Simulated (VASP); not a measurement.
# ScAl3 in VASP: a series of runs

ScAl3 is run at these levels: PBEsol-based global hybrid with 25 % exact exchange, B3LYP, PBEsol; tasks: single point, relaxation of the atoms.

Program: VASP 6.6.1. These are calculated values, not measurements. Logs are shortened: lines on timing, memory, paths and dates and some standing lists are left out, and cuts for length are marked.

## Step 1: The cell of the first run

The structure is cubic, space group Pm-3m (No. 221). Conventional cell: a = 4.088 Å, b = 4.088 Å, c = 4.088 Å, α = 90.00°, β = 90.00°, γ = 90.00°. Within 3.8 Å of Sc (site symmetry m-3m) lie 12 Al at 2.89 Å. Within 3.8 Å of Al (site symmetry 4/mmm) lie 4 Sc at 2.89 Å and 8 Al at 2.89 Å.

## Step 2: Single point, PBEsol-based global hybrid with 25 % exact exchange

Input file POSCAR:

```
ScAl3
1.0
    4.0878065700      0.0000000000      0.0000000000
    0.0000000000      4.0878065700      0.0000000000
    0.0000000000      0.0000000000      4.0878065700
Sc Al
1 3
Direct
    0.0000000000      0.0000000000      0.0000000000
    0.5000000000      0.5000000000      0.0000000000
    0.0000000000      0.5000000000      0.5000000000
    0.5000000000      0.0000000000      0.5000000000
```

Input file INCAR.step1:

```
SYSTEM = ScAl3
ALGO = Normal
EDIFF = 1E-5
ENCUT = 520
GGA = PE
ISIF = 2
ISMEAR = -1
LASPH = .TRUE.
LREAL = .FALSE.
LWAVE = .TRUE.
NBANDS = 18
NELM = 80
PREC = Accurate
SIGMA = 0.05
```

Input file INCAR.step2:

```
SYSTEM = ScAl3
AEXX = 0.25
ALGO = Normal
EDIFF = 1E-7
ENCUT = 520
GGA = PS
ISIF = 2
ISMEAR = -1
ISTART = 1
LASPH = .TRUE.
LCHARG = .TRUE.
LELF = .TRUE.
LHFCALC = .TRUE.
LREAL = .FALSE.
LVHAR = .TRUE.
LWAVE = .FALSE.
NBANDS = 18
NELM = 80
PREC = Accurate
PRECFOCK = Normal
SIGMA = 0.05
```

Input file KPOINTS:

```
k-points
0
G
  4 4 4
  0 0 0
```

Potentials or basis: VASP PAW PBE potentials, release 64 (Sc_sv, Al).

Run with:

```bash
> cat potpaw_PBE.64/Sc_sv/POTCAR potpaw_PBE.64/Al/POTCAR > POTCAR
> cp INCAR.step1 INCAR
> mpirun -np 1 vasp_std > vasp.out
> cp INCAR.step2 INCAR
> mpirun -np 1 vasp_std > vasp.out
```

OUTCAR:

```text
SYSTEM = ScAl3
   AEXX = 0.25
   EDIFF = 1E-7
   ENCUT = 520
   GGA = PS
   ISIF = 2
   ISMEAR = -1
   ISTART = 1
   LASPH = .TRUE.
   LHFCALC = .TRUE.
   LREAL = .FALSE.
   NELM = 80
   PREC = Accurate
   PRECFOCK = Normal

 ion  position               nearest neighbor table
   1  0.000  0.000  0.000-   2 2.89   3 2.89   4 2.89   3 2.89   4 2.89   2 2.89   3 2.89   3 2.89
                             2 2.89   4 2.89   4 2.89   2 2.89
   2  0.500  0.500  0.000-   1 2.89   3 2.89   4 2.89   3 2.89   4 2.89   1 2.89   4 2.89   4 2.89
                             1 2.89   3 2.89   3 2.89   1 2.89
   3  0.000  0.500  0.500-   1 2.89   2 2.89   4 2.89   1 2.89   2 2.89   1 2.89   4 2.89   1 2.89
                             2 2.89   4 2.89   2 2.89   4 2.89
   4  0.500  0.000  0.500-   1 2.89   2 2.89   3 2.89   1 2.89   2 2.89   2 2.89   3 2.89   2 2.89
                             1 2.89   3 2.89   1 2.89   3 2.89

  LATTYP: Found a simple cubic cell.
 ALAT       =     4.0878065700

  Lattice vectors:

 A1 = (   4.0878065700,   0.0000000000,   0.0000000000)
 A2 = (   0.0000000000,   4.0878065700,   0.0000000000)
 A3 = (   0.0000000000,   0.0000000000,   4.0878065700)

Analysis of symmetry for initial positions (statically):
=====================================================================
 Subroutine PRICEL returns:
 Original cell was already a primitive cell.

 Routine SETGRP: Setting up the symmetry group for a
 simple cubic supercell.

 Subroutine GETGRP returns: Found 48 space group operations
 (whereof 48 operations were pure point group operations)
 out of a pool of 48 trial point group operations.

The static configuration has the point symmetry O_h .

Analysis of symmetry for dynamics (positions and initial velocities):
=====================================================================
 Subroutine PRICEL returns:
 Original cell was already a primitive cell.

 Routine SETGRP: Setting up the symmetry group for a
 simple cubic supercell.

 Subroutine GETGRP returns: Found 48 space group operations
 (whereof 48 operations were pure point group operations)
 out of a pool of 48 trial point group operations.

The dynamic configuration has the point symmetry O_h .

 Subroutine INISYM returns: Found 48 space group operations
 (whereof 48 operations are pure point group operations),
 and found     1 'primitive' translations

----------------------------------------------------------------------------------------
[... 90 lines left out ...]
   POTIM  = 0.5000    time-step for ionic-motion
   TEBEG  =    0.0;   TEEND  =   0.0 temperature during run
   PSTRESS=    0.0 pullay stress
   NELECT =      20.0000    total number of electrons
   NUPDOWN=      -1.0000    fix difference up-down
   EMIN   =  10.00;   EMAX   =-10.00  energy-range for DOS
   EFERMI =   0.00;   METHOD = LEGACY
   ISMEAR =    -1;   SIGMA  =   0.05  broadening in eV -4-tet -1-fermi 0-gaus
   EFERMI_NEDOS =   21; number of points for ismear=-14 and -15
   IALGO  =     38    algorithm
   IMIX   =      1    mixing-type and parameters
     AMIX     =   0.40;   BMIX     =  1.00
     AMIX_MAG =   1.60;   BMIX_MAG =  1.00
  volume/ion in A,a.u.               =      17.08       115.24
  Fermi-wavevector in a.u.,A,eV,Ry     =   1.087079  2.054282 16.078563  1.181741
  Thomas-Fermi vector in A             =   2.223230
   LORBIT       =      0    0 simple, 1 ext, 2 COOP (PROOUT), +10 PAW based schemes
   GGA     = PS    functional components
   LHFCALC =     T    Hartree Fock is set to
   PRECFOCK=normal    Normal, Fast or Accurate (Low or Medium for compatibility)
   ENCUT4O =  -1.0   cutoff for four orbital integrals eV
   NKREDX  =     1    reduce k-point grid by
   NKREDY  =     1    reduce k-point grid by
   NKREDZ  =     1    reduce k-point grid by
   AEXX    =    0.2500 exact exchange contribution
   HFSCREEN=    0.0000 screening length (either q_TF or 0.3 A-1)
   HFSCREENC=   0.0000 screening length for correlation (either q_TF or 0.3 A-1)
   ENCUTFOCK=  -1.0 apply spherical cutoff to Coloumb kernel
   IVDW    =     0    specifies the selected vdW correction
   LEPSILON=     F    determine dielectric tensor
   LRPA    =     F    only Hartree local field effects (RPA)
 non-spin polarized calculation
  energy-cutoff  :      520.00
  volume of cell :       68.31
 maximum number of plane-waves:      1856
  NGX = 24; NGY = 24; NGZ = 24

 number of electron      19.9999996 magnetization

 Free energy of the ion-electron system (eV)
  ---------------------------------------------------
  ext. energy  EPLUGINS =         0.00000000
  ---------------------------------------------------
  free energy    TOTEN  =       -24.29601838 eV

  energy without entropy =      -24.28402042  energy(sigma->0) =      -24.29001940

 E-fermi :   7.2698     XC(G=0):  -8.2649

 val. band max:        7.2350601033   @ k =   0.5000   0.2500   0.2500
 cond. band min:       7.7612926607   @ k =   0.2500   0.2500   0.0000
 fundamental gap:      0.5262325574
 Fermi energy:         7.2697672504

 k-point     1 :       0.0000    0.0000    0.0000
  band No.  band energies     occupation
      1     -46.3882      2.00000
      2     -23.6021      2.00000
      3     -23.6021      2.00000
      4     -23.6021      2.00000
      5      -4.6946      2.00000
      6       3.8997      2.00000
[... 187 lines left out ...]
      5       1.2946      2.00000
      6       1.2946      2.00000
[... 10 lines left out ...]
     17      12.5033      0.00000
     18      19.4971      0.00000

------------------------ aborting loop because EDIFF is reached ----------------------------------------

  FORCE on cell =-STRESS in cart. coord.  units (eV):
  Direction    XX          YY          ZZ          XY          YZ          ZX
  --------------------------------------------------------------------------------------
  -------------------------------------------------------------------------------------
  Total       -0.7299260     -0.7299260     -0.7299260     -0.0000000     -0.0000000      0.0000000
  in kB      -17.1205768    -17.1205768    -17.1205768     -0.0000000     -0.0000000      0.0000000
  external PRESSURE =     -17.1205768 kB  Pullay stress =       0.0000000 kB

 VOLUME and BASIS-vectors are now :
 -----------------------------------------------------------------------------
  energy-cutoff  :      520.00
  volume of cell :       68.31
      direct lattice vectors                 reciprocal lattice vectors
     4.087806570  0.000000000  0.000000000     0.244629970  0.000000000  0.000000000
     0.000000000  4.087806570  0.000000000     0.000000000  0.244629970  0.000000000
     0.000000000  0.000000000  4.087806570     0.000000000  0.000000000  0.244629970

 POSITION                                       TOTAL-FORCE (eV/Angst)
 -----------------------------------------------------------------------------------
      0.00000      0.00000      0.00000         0.000000      0.000000      0.000000
      2.04390      2.04390      0.00000         0.000000      0.000000      0.000000
      0.00000      2.04390      2.04390         0.000000      0.000000      0.000000
      2.04390      0.00000      2.04390         0.000000      0.000000      0.000000
 -----------------------------------------------------------------------------------
    total drift:                                0.000000     -0.000000      0.000000

  FREE ENERGIE OF THE ION-ELECTRON SYSTEM (eV)
  ---------------------------------------------------
  free  energy   TOTEN  =       -24.2960183754 eV

  energy  without entropy=      -24.2840204249  energy(sigma->0) =      -24.29001940
```

Wall time 6.5 min (1 thread of Intel Xeon 6975P-C (Granite Rapids), shared host); peak memory 0.18 GiB.

What came out:

| Quantity | Value |
| --- | --- |
| Free energy | -24.2960 eV |
| Pressure | -1.7 GPa |
| Band gap on the k mesh | zero (bands 10 and 11 overlap by 5.37 eV) |

Caveat: the k points lie up to 0.38 Å⁻¹ apart, too coarse for converged energies and pressures of a metal; the PAW data sets were made with another functional, which shifts forces and pressure a little.

## Step 3: Single point, B3LYP

POSCAR is that of step 2.

Input file INCAR.step1:

```
PREC = Accurate
ENCUT = 520
EDIFF = 1E-5
ISMEAR = -1
SIGMA = 0.05
LREAL = False
LASPH = True
NELM = 60
ALGO = Normal
ISIF = 2
LWAVE = True
LCHARG = False
NBANDS = 18
GGA = PE
```

Input file INCAR.step2:

```
PREC = Accurate
ENCUT = 520
EDIFF = 1E-7
ISMEAR = -1
SIGMA = 0.05
LREAL = False
LASPH = True
NELM = 60
ALGO = Normal
ISIF = 2
LWAVE = False
LCHARG = False
GGA = B3
LHFCALC = True
AEXX = 0.2
AGGAX = 0.72
AGGAC = 0.81
ALDAC = 0.19
PRECFOCK = Normal
NBANDS = 18
ISTART = 1
```

Input file KPOINTS:

```
Automatic mesh
0
Gamma
  4 4 4
```

Potentials or basis: VASP PAW PBE potentials, release 64 (Sc_sv, Al).

Run with:

```bash
> cat potpaw_PBE.64/Sc_sv/POTCAR potpaw_PBE.64/Al/POTCAR > POTCAR
> cp INCAR.step1 INCAR
> mpirun -np 1 vasp_std > vasp.out
> cp INCAR.step2 INCAR
> mpirun -np 1 vasp_std > vasp.out
```

Run time: 14 min. Hardware: 1 thread of Intel Xeon Platinum 8259CL at 2.50GHz (Skylake/Cascade Lake), shared host; peak memory 0.18 GiB.

The run converged. Its results:

- Free energy: -18.9310 eV
- Pressure: 1.9 GPa
- Band gap on the k mesh: zero (bands 10 and 11 overlap by 4.91 eV)

Levels at points of the mesh, in eV from the Fermi level:
```csv
k point,band 7,band 8,band 9,band 10,band 11,band 12,band 13,band 14
"(0.00, 0.00, 0.00)",-3.23,-2.46,-2.46,-2.46,1.84,1.84,1.84,1.99
"(0.50, 0.00, 0.00)",-2.32,-2.32,-1.87,1.14,1.27,1.27,1.93,2.16
"(0.50, 0.50, 0.00)",-6.75,-5.25,-0.98,-0.98,1.53,1.95,2.84,3.31
"(0.50, 0.50, 0.50)",-5.82,-5.22,-3.77,-3.77,-3.77,1.54,3.44,3.44
```

Caveat: the k points lie up to 0.38 Å⁻¹ apart, too coarse for converged energies and pressures of a metal; the PAW data sets were made with another functional, which shifts forces and pressure a little.

(Continued in part 2 of 2.)
